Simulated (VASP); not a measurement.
Input of a VASP 6.6.1 run:

INCAR

```
PREC     = Accurate       # precision mode
ENCUT    = 600            # plane-wave cutoff, eV
EDIFF    = 1E-6           # SCF threshold, eV
ISMEAR   = -1             # smearing method
SIGMA    = 0.05           # smearing width, eV
LREAL    = False          # projectors in reciprocal space
LASPH    = True           # aspherical terms in the spheres
NELM     = 60             # most SCF steps
ALGO     = Normal         # electronic algorithm
ISIF     = 3              # what is computed and relaxed
LWAVE    = False          # write WAVECAR
LCHARG   = False          # write CHGCAR
IBRION   = 2              # ionic algorithm
NSW      = 80             # ionic steps
EDIFFG   = -0.01          # ionic threshold
```

The input KPOINTS:

```
Automatic mesh
0
Gamma
  9 9 9
```

POSCAR

```
Al
1.0
    0.0000000000      2.0248050000      2.0248050000
    2.0248050000      0.0000000000      2.0248050000
    2.0248050000      2.0248050000      0.0000000000
Al
1
Direct
    0.0000000000      0.0000000000      0.0000000000
```

Potentials or basis: VASP PAW LDA potentials, release 64 (Al).

Run with:

```console
$ cat potpaw_LDA.64/Al/POTCAR > POTCAR
$ mpirun -np 1 vasp_std > vasp.out
```

(1) Estimate the relaxed volume.

(2) Estimate the space group after relaxing (to 0.05 Å).

## Answers

(1) 15.89 Å³/atom.

(2) Fm-3m (No. 225).
